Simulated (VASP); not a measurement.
Sb:

```
Sb
1.0
     3.16000    0.00000    0.00000
     0.00000    3.16000    0.00000
     0.00000    0.00000    3.16000
Sb
1
Direct
  0.00000 0.00000 0.00000
```

| Property | Result |
| --- | --- |
| Program | VASP 6.6.1 |
| Task | relaxation of cell and atoms |
| Functional | PBE |
| Potentials or basis | VASP PAW PBE potentials, release 64 (Sb) |
| Cutoff | 600 eV |
| k mesh | 8 × 8 × 8 |
| Occupations | fermi-dirac, width 0.05 eV |
| Spin | no spin polarisation |

At the start: pressure -2.3 GPa; volume 31.55 Å³/atom.

Q: Where does the relaxation end?

A: Over 3 steps the energy falls by 10.2 meV/atom and the volume is 30.19 Å³/atom (-4.3 %); space group Pm-3m (No. 221, to 0.05 Å).

The path:
```csv
step,energy change (eV),largest force (eV/Å),pressure (GPa),volume (Å³)
1,0.0000,0.0000,-2.29,31.55
2,-0.0075,0.0000,1.33,29.54
3,-0.0102,0.0000,0.01,30.19
```

Final structure:
```yaml
crystal:
  lattice:
    - [3.11379, 0.00000, 0.00000]
    - [0.00000, 3.11379, 0.00000]
    - [0.00000, 0.00000, 3.11379]
  atoms:
    - { symbol: Sb, position: [0.00000, 0.00000, 0.00000] }
```
